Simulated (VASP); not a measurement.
Crystal: Sn.

```
CELL_PARAMETERS angstrom
0.00000 3.24560 3.24560
3.24560 0.00000 3.24560
3.24560 3.24560 0.00000
ATOMIC_POSITIONS crystal
Sn 0.50000 0.50000 0.50000
Sn 0.75000 0.75000 0.75000
```

| Item | Value |
| --- | --- |
| Program | VASP 6.6.1 |
| Task | relaxation of cell and atoms |
| Functional | PBE |
| Potentials or basis | VASP PAW PBE potentials, release 64 (Sn_d) |
| Cutoff | 600 eV |
| k mesh | 12 × 12 × 12 |
| Occupations | gaussian, width 0.1 eV |
| Spin | no spin polarisation |

At the start: pressure 3.2 GPa; volume 34.19 Å³/atom.

**Question.** How do energy, volume and symmetry change on relaxing?

**Answer.** Over 3 steps the energy falls by 24.3 meV/atom and the volume is 36.81 Å³/atom (+7.7 %); space group Fd-3m (No. 227, to 0.05 Å).

The path:
| step | energy change (eV) | largest force (eV/Å) | pressure (GPa) | volume (Å³) |
| --- | --- | --- | --- | --- |
| 1 | 0.0000 | 0.0000 | 3.17 | 68.38 |
| 2 | -0.0446 | 0.0000 | -0.78 | 75.29 |
| 3 | -0.0486 | 0.0000 | 0.00 | 73.61 |

Final structure:
```cif
data_structure
_symmetry_space_group_name_H-M 'P 1'
_symmetry_Int_Tables_number 1
_cell_length_a 4.7043
_cell_length_b 4.7043
_cell_length_c 4.7043
_cell_angle_alpha 60.000
_cell_angle_beta 60.000
_cell_angle_gamma 60.000
_cell_volume 73.61
loop_
_atom_site_label
_atom_site_type_symbol
_atom_site_fract_x
_atom_site_fract_y
_atom_site_fract_z
_atom_site_occupancy
Sn1 Sn 0.50000 0.50000 0.50000 1
Sn2 Sn 0.75000 0.75000 0.75000 1
```
